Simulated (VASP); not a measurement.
**HfC: relaxation of the atoms with PBE**

The system is HfC.

```
CELL_PARAMETERS angstrom
0.00000 2.00720 2.00720
2.00720 0.00000 2.00720
2.00720 2.00720 0.00000
ATOMIC_POSITIONS crystal
Hf 0.00000 0.00000 0.00000
C 0.50000 0.50000 0.50000
```

```
Program                : VASP 6.6.1
Task                   : relaxation of the atoms
Functional             : PBE
Potentials or basis    : VASP PAW PBE potentials, release 64 (Hf_pv, C)
Cutoff                 : 520 eV
k mesh                 : 13 × 13 × 13
Occupations            : fermi-dirac, width 0.05 eV
Spin                   : no spin polarisation
Dipole correction      : no
Further INCAR settings : ALGO = Normal; EDIFF = 1e-07; IBRION = 2; EDIFFG = -0.01; NSW = 50
```

```json
{
  "Pressure after relaxing": "250.6 GPa",
  "Band gap on the k mesh": "zero (bands 7 and 8 overlap by 1.57 eV)"
}
```

Final structure:
```cif
data_structure
_symmetry_space_group_name_H-M 'P 1'
_symmetry_Int_Tables_number 1
_cell_length_a 2.8386
_cell_length_b 2.8386
_cell_length_c 2.8386
_cell_angle_alpha 60.000
_cell_angle_beta 60.000
_cell_angle_gamma 60.000
_cell_volume 16.17
loop_
_atom_site_label
_atom_site_type_symbol
_atom_site_fract_x
_atom_site_fract_y
_atom_site_fract_z
_atom_site_occupancy
Hf1 Hf 0.00000 0.00000 0.00000 1
C1 C 0.50000 0.50000 0.50000 1
```

Levels at points of the mesh, in eV from the Fermi level:
```tsv
k point	band 3	band 4	band 5	band 6	band 7	band 8	band 9	band 10	band 11
(0.00, 0.00, 0.00)	-27.67	-14.50	1.00	1.00	1.00	1.09	1.09	1.09	4.55
```

Wall time 21 s on 1 thread of Intel(R) Xeon(R) Platinum 8375C CPU @ 2.90GHz (Ice Lake), with other jobs on the host, peak memory 0.15 GiB.

Caveat: the relaxation stopped at its first step, so nothing moved; spin-orbit coupling is left out, which moves the levels of the heavy elements.
